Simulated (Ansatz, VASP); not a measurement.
**Cu: VASP beside Ansatz**

```
Cu
1.0
     0.00000    1.75907    1.75907
     1.75907    0.00000    1.75907
     1.75907    1.75907    0.00000
Cu
1
Direct
  0.00300 0.00300 0.00300
```

Alike in both runs: functional LDA; k mesh 26 × 26 × 26; occupations gaussian, width 0.1 eV; no spin polarisation.

Ansatz relaxed the structure, and its values are those at the end. VASP's run is a single point on that final structure, the one shown.

|  | VASP | Ansatz |
| --- | --- | --- |
| version | VASP 6.6.1 | Ansatz 0.2.0 |
| potentials or method | VASP PAW LDA potentials, release 64 (Cu) | scalar-relativistic, plane waves, PAW |
| plane-wave cutoff (eV) | 520 | 420 |
| valence electrons in the cell | 11 | 19 |

Ansatz gave:

| Quantity | Value |
| --- | --- |
| pressure (GPa) | 0.0 |

Q: Which values does VASP return?

A: Pressure (GPa): 0.9.

LDA's correlation is that of Perdew and Zunger in VASP and of Perdew and Wang (1992) in Ansatz. VASP's potentials hold 11 valence electrons a cell and Ansatz's 19, so a difference there can come from the potentials and not from the codes.
